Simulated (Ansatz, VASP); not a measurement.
Two plane-wave programs on SiC

File POSCAR:

```
SiC
1.0
    3.0771837018      0.0000000000      0.0000000000
   -1.5385918509      2.6649192579      0.0000000000
    0.0000000000      0.0000000000     20.1256313500
Si C
8 8
Direct
    0.3333333333      0.6666666667      0.8751989200
    0.3333333333      0.6666666667      0.6249876700
    0.0000000000      0.0000000000      0.0000875800
    0.6666666667      0.3333333333      0.7501047200
    0.6666666667      0.3333333333      0.3751989200
    0.3333333333      0.6666666667      0.2501047200
    0.0000000000      0.0000000000      0.5000875800
    0.6666666667      0.3333333333      0.1249876700
    0.3333333333      0.6666666667      0.3441316400
    0.6666666667      0.3333333333      0.2187168400
    0.6666666667      0.3333333333      0.8441316400
    0.0000000000      0.0000000000      0.5938484600
    0.3333333333      0.6666666667      0.9689261800
    0.0000000000      0.0000000000      0.0938484600
    0.3333333333      0.6666666667      0.7187168400
    0.6666666667      0.3333333333      0.4689261800
```

Contents of INCAR.step1:

```
  PREC = Accurate
  ENCUT = 520
  ISMEAR = -1
  SIGMA = 0.02
  LREAL = Auto
  LASPH = True
  NELM = 60
  NBANDS = 46
  GGA = PE
  ALGO = Normal
  EDIFF = 1E-4
  LWAVE = True
  LCHARG = False
```

The input INCAR.step2:

```
  PREC = Accurate
  ENCUT = 520
  EDIFF = 1E-8
  ISMEAR = -1
  SIGMA = 0.02
  LREAL = Auto
  LASPH = True
  NELM = 60
  ALGO = Normal
  ISIF = 2
  LWAVE = False
  LCHARG = False
  METAGGA = R2SCAN
  LMIXTAU = True
  LEFG = True
  NBANDS = 46
  ISTART = 1
```

The input KPOINTS:

```
regular mesh
0
Gamma
  10 10 2
```

Input for Ansatz:

```yaml
crystal:
  lattice:
    - [3.0771837018, 0.0, 0.0]
    - [-1.5385918509, 2.6649192579, 0.0]
    - [0.0, 0.0, 20.12563135]
  atoms:
    - { symbol: Si, position: [0.3333333333, 0.6666666667, 0.87519892] }
    - { symbol: Si, position: [0.3333333333, 0.6666666667, 0.62498767] }
    - { symbol: Si, position: [0.0, 0.0, 8.758e-05] }
    - { symbol: Si, position: [0.6666666667, 0.3333333333, 0.75010472] }
    - { symbol: Si, position: [0.6666666667, 0.3333333333, 0.37519892] }
    - { symbol: Si, position: [0.3333333333, 0.6666666667, 0.25010472] }
    - { symbol: Si, position: [0.0, 0.0, 0.50008758] }
    - { symbol: Si, position: [0.6666666667, 0.3333333333, 0.12498767] }
    - { symbol: C, position: [0.3333333333, 0.6666666667, 0.34413164] }
    - { symbol: C, position: [0.6666666667, 0.3333333333, 0.21871684] }
    - { symbol: C, position: [0.6666666667, 0.3333333333, 0.84413164] }
    - { symbol: C, position: [0.0, 0.0, 0.59384846] }
    - { symbol: C, position: [0.3333333333, 0.6666666667, 0.96892618] }
    - { symbol: C, position: [0.0, 0.0, 0.09384846] }
    - { symbol: C, position: [0.3333333333, 0.6666666667, 0.71871684] }
    - { symbol: C, position: [0.6666666667, 0.3333333333, 0.46892618] }
kpoints:
  mp_grid: { grid: [10, 10, 2] }
scf:
  occupations: { method: fermi_dirac, width: 0.02 }
hamiltonian:
  xc: r2scan
  pseudopotentials: { kind: paw, frozen_core: stored }
output:
  forces: true
  stress: true
  populations: true
  efg: {}
```

Alike in both runs: task electric field gradients; functional r2SCAN; k mesh 10 × 10 × 2; occupations fermi-dirac, width 0.02 eV; no spin polarisation.

```csv
,VASP,Ansatz
version,VASP 6.6.1,Ansatz 0.2.0
potentials or method,"VASP PAW PBE potentials, release 64 (Si, C)","plane-wave PAW, scalar-relativistic"
plane-wave cutoff (eV),520,500
valence electrons in the cell,64,64
```

VASP gave:

- gap on the k mesh at the Fermi level (eV): 2.14
- pressure (GPa): 0.2
- rms of the force components (eV/Å): 0.004
- size of Vzz on the site where it differs most (V/Å²): 2.3

Question: Which values does Ansatz return?

Answer: gap on the k mesh at the Fermi level (eV): 2.14; pressure (GPa): 0.0; rms of the force components (eV/Å): 0.002; size of Vzz on the site where it differs most (V/Å²): 2.1.

VASP's potentials were made for PBE, not for r2SCAN. Atom by atom the forces differ by 0.003 eV/Å (rms over components).
